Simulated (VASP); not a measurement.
# SiO2 (I-42d) in VASP: further runs, part 2 of 2

VASP 6.6.1.

### Step 3. Single point, LDA

INCAR reads:

```
PREC = Accurate
ENCUT = 520
EDIFF = 1E-7
ISMEAR = 0
SIGMA = 0.02
LREAL = False
LASPH = True
NELM = 60
ALGO = Normal
ISIF = 2
LWAVE = False
LCHARG = False
GGA = CA
NBANDS = 25
```

KPOINTS reads:

```
regular mesh
0
Gamma
  8 8 8
```

POSCAR reads:

```
SiO2
1.0
   -2.4624994460      2.4624994460      3.6436693974
    2.4624994460     -2.4624994460      3.6436693974
    2.4624994460      2.4624994460     -3.6436693974
Si O
2 4
Direct
    0.0000000000      0.0000000000      0.0000000000
    0.7500000000      0.2500000000      0.5000000000
    0.9742770065      0.6250000000      0.8492770065
    0.3750000000      0.2242770065      0.3492770065
    0.7757229935      0.1250000000      0.1507229935
    0.8750000000      0.0257229935      0.6507229935
```

Potentials or basis: VASP PAW LDA potentials, release 64 (Si, O).

Started as:

```sh
cat potpaw_LDA.64/Si/POTCAR potpaw_LDA.64/O/POTCAR > POTCAR
mpirun -np 1 vasp_std > vasp.out
```

OUTCAR:

```text
PREC = Accurate
   ENCUT = 520
   EDIFF = 1E-7
   ISMEAR = 0
   LREAL = False
   LASPH = True
   NELM = 60
   ISIF = 2
   GGA = CA

 ion  position               nearest neighbor table
   1  0.000  0.000  0.000-   6 1.61   4 1.61   5 1.61   3 1.61   2 3.06   2 3.06   2 3.06   2 3.06

   2  0.750  0.250  0.500-   5 1.61   4 1.61   3 1.61   6 1.61   1 3.06   1 3.06   1 3.06   1 3.06

   3  0.974  0.625  0.849-   1 1.61   2 1.61
   4  0.375  0.224  0.349-   1 1.61   2 1.61
   5  0.776  0.125  0.151-   2 1.61   1 1.61
   6  0.875  0.026  0.651-   1 1.61   2 1.61
[... 882 lines left out ...]
  -------------------------------------------------------------------------------------
  Total        0.3063559      0.3063559      0.3078620      0.0000000      0.0000000      0.0000000
  in kB        5.5537400      5.5537400      5.5810446      0.0000000      0.0000000      0.0000000
  external PRESSURE =       5.5628415 kB  Pullay stress =       0.0000000 kB

 VOLUME and BASIS-vectors are now :
 -----------------------------------------------------------------------------
  energy-cutoff  :      520.00
  volume of cell :       88.38
      direct lattice vectors                 reciprocal lattice vectors
    -2.462499446  2.462499446  3.643669397     0.000000000  0.203045731  0.137224305
     2.462499446 -2.462499446  3.643669397     0.203045731  0.000000000  0.137224305
     2.462499446  2.462499446 -3.643669397     0.203045731  0.203045731  0.000000000

 POSITION                                       TOTAL-FORCE (eV/Angst)
 -----------------------------------------------------------------------------------
      0.00000      0.00000      0.00000         0.000000      0.000000      0.000000
      0.00000      2.46250      1.82183         0.000000      0.000000      0.000000
      1.23125      2.95144      2.73275         0.000000      0.027304      0.000000
      0.48894      1.23125      0.91092         0.027304      0.000000      0.000000
     -1.23125      1.97356      2.73275         0.000000     -0.027304      0.000000
     -0.48894      3.69375      0.91092        -0.027304      0.000000      0.000000
 -----------------------------------------------------------------------------------
    total drift:                                0.000001      0.000001      0.000000

  FREE ENERGIE OF THE ION-ELECTRON SYSTEM (eV)
  ---------------------------------------------------
  free  energy   TOTEN  =       -51.8760702364 eV

  energy  without entropy=      -51.8760702364  energy(sigma->0) =      -51.87607024
```

OSZICAR:

```text
N       E                     dE             d eps       ncg     rms          rms(c)
DAV:   1     0.170401119653E+03    0.17040E+03   -0.16134E+04  2950   0.114E+03
DAV:   2    -0.468083399341E+02   -0.21721E+03   -0.20792E+03  3942   0.274E+02
DAV:   3    -0.585878802003E+02   -0.11780E+02   -0.11734E+02  3963   0.652E+01
DAV:   4    -0.587032479577E+02   -0.11537E+00   -0.11532E+00  3588   0.741E+00
DAV:   5    -0.587047354055E+02   -0.14874E-02   -0.14871E-02  3949   0.826E-01    0.214E+01
DAV:   6    -0.520575561919E+02    0.66472E+01   -0.20987E+01  3537   0.288E+01    0.111E+01
DAV:   7    -0.519524488984E+02    0.10511E+00   -0.72164E-01  3882   0.457E+00    0.371E+00
DAV:   8    -0.518868940445E+02    0.65555E-01   -0.45670E-02  3777   0.166E+00    0.141E+00
DAV:   9    -0.518753004284E+02    0.11594E-01   -0.16094E-02  3961   0.932E-01    0.219E-01
DAV:  10    -0.518760479271E+02   -0.74750E-03   -0.11743E-03  3393   0.210E-01    0.732E-02
DAV:  11    -0.518760696334E+02   -0.21706E-04   -0.31166E-04  3695   0.121E-01    0.164E-02
DAV:  12    -0.518760691770E+02    0.45645E-06   -0.13512E-05  3765   0.248E-02    0.828E-03
DAV:  13    -0.518760701644E+02   -0.98744E-06   -0.26553E-06  3775   0.993E-03    0.379E-03
DAV:  14    -0.518760702364E+02   -0.71980E-07   -0.94807E-08  2940   0.202E-03
   1 F= -.51876070E+02 E0= -.51876070E+02  d E =-.173515E-23
```

stdout:

```text
POSCAR found type information on POSCAR SiO
 POSCAR found :  2 types and       6 ions
 scaLAPACK will be used
 LDA part: xc-table for (Slater(with rela. corr.)+CA(PZ))
 , standard interpolation
 POSCAR, INCAR and KPOINTS ok, starting setup
 FFT: planning ... GRIDC
 FFT: planning ... GRID_SOFT
 FFT: planning ... GRID
 WAVECAR not read
 entering main loop
```

Wall time 60 s (1 thread of Intel Xeon 6975P-C (Granite Rapids), shared host); peak memory 0.26 GiB.

Results:

```yaml
Free_energy: -51.8761 eV
Pressure: 0.6 GPa
Largest_force: 0.027 eV/Å
Band_gap_on_the_k_mesh: 5.76 eV, direct
```

Forces in eV/Å, atoms in the order of the input:
```
Si   0.000  0.000  0.000
Si   0.000  0.000  0.000
O    0.000  0.027  0.000
O    0.027  0.000  0.000
O    0.000 -0.027  0.000
O   -0.027  0.000  0.000
```

Levels at points of the mesh, in eV from the valence-band top:
| k point | band 12 | band 13 | band 14 | band 15 | band 16 | band 17 | band 18 | band 19 | band 20 | band 21 |
| --- | --- | --- | --- | --- | --- | --- | --- | --- | --- | --- |
| (0.00, 0.00, 0.00) | -1.63 | -1.57 | -0.70 | 0.00 | 0.00 | 5.76 | 8.60 | 10.57 | 10.57 | 10.70 |
| (0.50, 0.00, 0.00) | -1.65 | -1.52 | -0.79 | -0.48 | -0.15 | 8.16 | 8.74 | 9.50 | 10.08 | 10.70 |
| (0.50, 0.50, 0.00) | -2.12 | -0.99 | -0.99 | -0.33 | -0.33 | 8.97 | 8.97 | 10.09 | 10.09 | 11.00 |
| (0.50, 0.50, 0.50) | -2.13 | -1.50 | -1.50 | -0.32 | -0.32 | 8.73 | 8.73 | 10.03 | 10.03 | 11.65 |

A k mesh can miss the band edges. As with any semilocal functional, this LDA gap is likely too small.

### Step 4. Relaxation of cell and atoms, LDA

This run uses another cell than the first one, of 14.07 Å³/atom, 0.955 times its volume.

INCAR reads:

```
PREC = Accurate
ENCUT = 600
EDIFF = 1E-7
ISMEAR = 0
SIGMA = 0.02
LREAL = False
LASPH = True
NELM = 100
ALGO = Normal
ISIF = 3
LWAVE = False
LCHARG = False
GGA = CA
IBRION = 2
NSW = 100
EDIFFG = -0.005
```

KPOINTS is that of step 3.

POSCAR reads:

```
SiO2
1.0
   -2.3740500000      2.3740500000      3.7440000000
    2.3740500000     -2.3740500000      3.7440000000
    2.3740500000      2.3740500000     -3.7440000000
Si O
2 4
Direct
    0.0000000000      0.0000000000      0.0000000000
    0.7500000000      0.2500000000      0.5000000000
    0.9983800000      0.6250000000      0.8733800000
    0.3750000000      0.2483800000      0.3733800000
    0.7516200000      0.1250000000      0.1266200000
    0.8750000000      0.0016200000      0.6266200000
```

Started as:

```sh
cat potpaw_LDA.64/Si/POTCAR potpaw_LDA.64/O/POTCAR > POTCAR
mpirun -np 1 vasp_std > vasp.out
```

Run time: 15 min. Hardware: 1 thread of Intel Xeon 6975P-C (Granite Rapids), shared host; peak memory 0.25 GiB.

The run converged. Its results:

```yaml
Free_energy: -51.8848 eV
Relaxed_volume: 14.75 Å³/atom
Relaxed_cell: a = 5.042 Å, b = 5.042 Å, c = 5.042 Å, α = 121.51°, β = 121.51°, γ = 87.41°
Space_group_after_relaxing_to_0.05_Å: I-42d (No. 122)
Energy_gained_by_relaxing: 7.5 meV/atom
Ionic_steps: 26
Pressure_after_relaxing: 0.0 GPa
Largest_force_after_relaxing: 0.005 eV/Å
Band_gap_on_the_k_mesh: 5.76 eV, direct
```

Forces on the atoms (eV/Å):
```
Si   0.000  0.000  0.000
Si   0.000  0.000  0.000
O    0.000 -0.005  0.000
O   -0.005  0.000  0.000
O    0.000  0.005  0.000
O    0.005  0.000  0.000
```

The path:
| step | energy change (eV) | largest force (eV/Å) | pressure (GPa) | volume (Å³) |
| --- | --- | --- | --- | --- |
| 1 | 0.0000 | 0.2583 | -2.61 | 84.41 |
| 2 | 0.0113 | 0.2907 | 4.62 | 81.64 |
| 3 | -0.0138 | 0.0302 | 0.35 | 83.21 |
| 4 | -0.0181 | 0.0401 | 0.31 | 83.35 |
| 5 | -0.0264 | 0.0688 | 0.20 | 83.73 |
| 6 | -0.0232 | 0.1197 | -0.08 | 84.43 |
| 7 | -0.0283 | 0.0887 | 0.11 | 84.01 |
| 8 | -0.0312 | 0.0563 | 0.41 | 84.32 |
| 9 | -0.0363 | 0.0319 | 1.24 | 85.24 |
| 10 | -0.0339 | 0.1642 | 2.59 | 87.09 |
| 11 | -0.0370 | 0.0950 | 1.87 | 85.99 |
| 12 | -0.0374 | 0.0923 | 1.82 | 86.07 |
| 13 | -0.0385 | 0.0845 | 1.67 | 86.30 |
| 14 | -0.0405 | 0.0683 | 1.38 | 86.76 |
| 15 | -0.0434 | 0.0367 | 0.79 | 87.70 |
| 16 | -0.0439 | 0.0268 | -0.42 | 89.59 |
| 17 | -0.0445 | 0.0023 | 0.12 | 88.75 |
| 18 | -0.0445 | 0.0005 | 0.09 | 88.81 |
| 19 | -0.0446 | 0.0005 | 0.08 | 88.79 |
| 20 | -0.0447 | 0.0023 | 0.06 | 88.76 |
| 21 | -0.0449 | 0.0062 | 0.00 | 88.68 |
| 22 | -0.0451 | 0.0139 | -0.12 | 88.54 |
| 23 | -0.0451 | 0.0001 | 0.08 | 88.41 |
| 24 | -0.0451 | 0.0036 | 0.03 | 88.44 |
| 25 | -0.0451 | 0.0040 | 0.02 | 88.45 |
| 26 | -0.0451 | 0.0048 | -0.01 | 88.47 |

Final structure:
```
CELL_PARAMETERS angstrom
-2.46338 2.46338 3.64482
2.46338 -2.46338 3.64482
2.46338 2.46338 -3.64482
ATOMIC_POSITIONS crystal
Si 0.00000 0.00000 0.00000
Si 0.75000 0.25000 0.50000
O 0.97478 0.62500 0.84978
O 0.37500 0.22478 0.34978
O 0.77522 0.12500 0.15022
O 0.87500 0.02522 0.65022
```

Levels at points of the mesh, in eV from the valence-band top:
```
           k point  band 13  band 14  band 15  band 16  band 17  band 18  band 19  band 20
(0.00, 0.00, 0.00)    -1.56    -0.71     0.00     0.00     5.76     8.59    10.57    10.57
(0.50, 0.00, 0.00)    -1.51    -0.78    -0.48    -0.15     8.14     8.74     9.50    10.07
(0.50, 0.50, 0.00)    -0.98    -0.98    -0.33    -0.33     8.97     8.97    10.07    10.07
(0.50, 0.50, 0.50)    -1.49    -1.49    -0.31    -0.31     8.73     8.73    10.01    10.01
```

A k mesh can miss the band edges.

### Step 5. Summary

```csv
task,cell,k mesh,cutoff (eV),smearing,gap on the mesh (eV),pressure (GPa),largest force (eV/Å)
single point,"a = 5.040 Å, angles 121.5, 121.5, 87.4°, 6 atoms",6 × 6 × 6,520,gaussian 0.05 eV,5.76,0.6,0.03
single point,"a = 5.040 Å, angles 121.5, 121.5, 87.4°, 6 atoms",8 × 8 × 8,520,gaussian 0.02 eV,5.76,0.6,0.03
relaxation of cell and atoms,"relaxed from a = 5.029 Å, angles 123.7, 123.7, 83.8°, 6 atoms",8 × 8 × 8,600,gaussian 0.02 eV,5.76,0.0,-
```

Alike in all rows: level LDA; potentials or basis VASP PAW LDA potentials, release 64 (Si, O); no spin polarisation.

Absolute energies hang on the potentials; compare differences alone.
